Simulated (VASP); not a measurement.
Input of a VASP 6.6.1 run:

File INCAR:

```
SYSTEM = C
PREC = Accurate
ENCUT = 600
EDIFF = 1E-6
ISMEAR = -1
SIGMA = 0.05
LREAL = Auto
LASPH = .True.
NELM = 120
ALGO = Normal
ISIF = 2
LWAVE = .False.
LCHARG = .False.
GGA = PS
ISYM = 0
NBANDS = 166
GGA_COMPAT = .False.
```

The input KPOINTS:

```
Automatic mesh
0
Gamma
  1 1 1
  0.25 0.25 0.25
```

The input POSCAR:

```
C
1.0
    7.3848030000      0.0000000000      0.0000000000
    0.0000000000      7.3848030000      0.0000000000
    0.0000000000      0.0000000000      7.1076060000
C
64
Direct
    0.9950620000      0.0013750000      0.9965760000
    0.9987860000      0.9988480000      0.4949540000
    0.0053320000      0.5025390000      0.0062150000
    0.0065900000      0.5006420000      0.4910030000
    0.5108030000      0.0007540000      0.0068890000
    0.5020390000      0.0004890000      0.4845630000
    0.5069250000      0.5006620000      0.9989560000
    0.5049860000      0.5067690000      0.4920880000
    0.1249440000      0.1271380000      0.1173170000
    0.1265480000      0.1174130000      0.6279380000
    0.1264510000      0.6200840000      0.1272640000
    0.1317700000      0.6210110000      0.6214080000
    0.6267770000      0.1271660000      0.1221970000
    0.6189710000      0.1346790000      0.6248880000
    0.6195320000      0.6206840000      0.1252850000
    0.6179410000      0.6256770000      0.6274860000
    0.2628700000      0.2551670000      0.9976830000
    0.2538370000      0.2624760000      0.5001330000
    0.2484380000      0.7421620000      0.9919280000
    0.2426960000      0.7522660000      0.5026980000
    0.7479840000      0.2494530000      0.9907190000
    0.7578870000      0.2508760000      0.5081190000
    0.7564610000      0.7485460000      0.0030250000
    0.7481570000      0.7508340000      0.4941660000
    0.3754110000      0.3710840000      0.1272970000
    0.3774880000      0.3686540000      0.6316570000
    0.3745730000      0.8738620000      0.1318120000
    0.3861730000      0.8767300000      0.6282090000
    0.8688260000      0.3710470000      0.1235400000
    0.8728310000      0.3817800000      0.6240700000
    0.8704740000      0.8731710000      0.1200000000
    0.8720820000      0.8738540000      0.6265810000
    0.2545110000      0.0023980000      0.2567640000
    0.2519030000      0.0021210000      0.7522030000
    0.2542880000      0.5031910000      0.2470150000
    0.2589450000      0.5077780000      0.7448140000
    0.7559230000      0.9963640000      0.2572800000
    0.7523820000      0.9998000000      0.7580320000
    0.7347390000      0.5012350000      0.2475920000
    0.7480520000      0.4982410000      0.7470630000
    0.3797940000      0.1175010000      0.3743230000
    0.3809160000      0.1136760000      0.8740710000
    0.3729130000      0.6240420000      0.3812220000
    0.3785130000      0.6199390000      0.8764720000
    0.8679270000      0.1304270000      0.3632890000
    0.8759590000      0.1200510000      0.8744750000
    0.8835230000      0.6232400000      0.3872100000
    0.8612650000      0.6266400000      0.8674960000
    0.9978660000      0.2473340000      0.2489100000
    0.9946830000      0.2503390000      0.7467830000
    0.0098810000      0.7406970000      0.2468810000
    0.9922260000      0.7497290000      0.7538890000
    0.5049470000      0.2549000000      0.2520230000
    0.5077960000      0.2495870000      0.7491140000
    0.5046690000      0.7482890000      0.2415170000
    0.4970140000      0.7438140000      0.7518990000
    0.1282320000      0.3751360000      0.3782350000
    0.1187160000      0.3742040000      0.8792910000
    0.1205710000      0.8806130000      0.3679090000
    0.1165260000      0.8839780000      0.8699870000
    0.6285610000      0.3646660000      0.3755570000
    0.6303530000      0.3644250000      0.8764680000
    0.6206570000      0.8758340000      0.3636240000
    0.6327530000      0.8795340000      0.8740230000
```

Potentials or basis: VASP PAW PBE potentials, release 64 (C).

Command:

```bash
$ cat potpaw_PBE.64/C/POTCAR > POTCAR
$ mpirun -np 1 vasp_std > vasp.out
```

(1) Predict the pressure.

(2) Predict the largest force.

## Answers

(1) -26.1 GPa.

(2) 5.323 eV/Å.

Caveat: the k points lie up to 0.88 Å⁻¹ apart; the PAW data sets were made with another functional, which shifts forces and pressure a little.
